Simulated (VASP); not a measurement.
**SrO: vibrations by perturbation theory with LDA**

Crystal: SrO.

```
Sr O
1.0
     0.00000    2.53219    2.53219
     2.53219    0.00000    2.53219
     2.53219    2.53219    0.00000
Sr O
1 1
Direct
  0.50000 0.50000 0.50000
  0.00000 0.00000 0.00000
```

| Property | Result |
| --- | --- |
| Program | VASP 6.6.1 |
| Task | vibrations by perturbation theory |
| Functional | LDA |
| Potentials or basis | VASP PAW LDA potentials, release 64 (Sr_sv, O) |
| Cutoff | 520 eV |
| k mesh | 8 × 8 × 8 |
| Occupations | gaussian, width 0.01 eV |
| Spin | no spin polarisation |
| Dipole correction | no |
| Further INCAR settings | ALGO = Normal; EDIFF = 1e-08; NBANDS = 15; IBRION = 8; NSW = 1 |

* Highest phonon frequency at Γ, LO-TO splitting left out: 224 cm⁻¹

Phonon frequencies in cm⁻¹ (negative: imaginary):
| q point | frequencies |
| --- | --- |
| (0.000, 0.000, 0.000) | 0 0 0 224 224 224 |

Wall time 2.9 min on 1 thread of Intel Xeon 8259CL, on a shared host, peak memory 0.22 GiB.
